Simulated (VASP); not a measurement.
A run of VASP 6.6.1 is set up as follows.

File INCAR:

```
  PREC = Accurate
  ENCUT = 520
  EDIFF = 1E-6
  ISMEAR = -1
  SIGMA = 0.1
  LREAL = F
  LASPH = T
  NELM = 100
  ALGO = Normal
  ISIF = 2
  LWAVE = F
  LCHARG = T
  GGA = RP
  LELF = T
  LVHAR = T
  NBANDS = 16
```

KPOINTS

```
regular mesh
0
Gamma
  6 6 6
```

File POSCAR:

```
Rb
1.0
    0.0000000000      5.4157969362      5.4157969362
    5.4157969362      0.0000000000      5.4157969362
    5.4157969362      5.4157969362      0.0000000000
Rb
2
Direct
    0.1250000000      0.1250000000      0.1250000000
    0.8750000000      0.8750000000      0.8750000000
```

Potentials or basis: VASP PAW PBE potentials, release 64 (Rb_sv).

Run with:

```bash
$ cat potpaw_PBE.64/Rb_sv/POTCAR > POTCAR
$ mpirun -np 1 vasp_std > vasp.out
```

Estimate the pressure.

0.0 GPa.

Estimate the band gap on the k mesh.

zero (band 9 reaches -0.69 eV, above the bottom of band 10 at -0.77 eV).

Caveat: the PAW data sets were made with another functional, which shifts forces and pressure a little.
